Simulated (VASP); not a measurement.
The system is Se.

```
Se
1.0
    -1.70345    1.70345    1.70345
     1.70345   -1.70345    1.70345
     1.70345    1.70345   -1.70345
Se
1
Direct
  0.00000 0.00000 0.00000
```

This isn't the form of Se at room conditions, which is trigonal, of chains.

Program: VASP 6.6.1. Alike in all runs: task single point; no spin polarisation; cell as given; cutoff (eV) 500; smearing gaussian 0.1 eV.

**Question.** Order these runs on this cell by their pressure, lowest first.
A. level PBE+U; potentials or basis VASP PAW PBE potentials, release 64 (Se); U Se p U = 2.2 eV; k mesh 10 × 10 × 10
B. level PBE+U; potentials or basis VASP PAW PBE potentials, release 64 (Se); U Se p U = 6.2 eV; k mesh 10 × 10 × 10
C. level LDA+U; potentials or basis VASP PAW LDA potentials, release 64 (Se); U Se p U = 1.9 eV; k mesh 9 × 9 × 4, shifted
D. level PBE+U; potentials or basis VASP PAW PBE potentials, release 64 (Se); U Se p U = 1.3 eV; k mesh 4 × 4 × 4

**Answer.** C (-3.3 GPa), D (1.1 GPa), A (2.8 GPa), B (4.4 GPa).

Caveats: some runs use coarse meshes; U without spin polarisation on a metal has little footing; the cell stands under pressure (at least some runs).
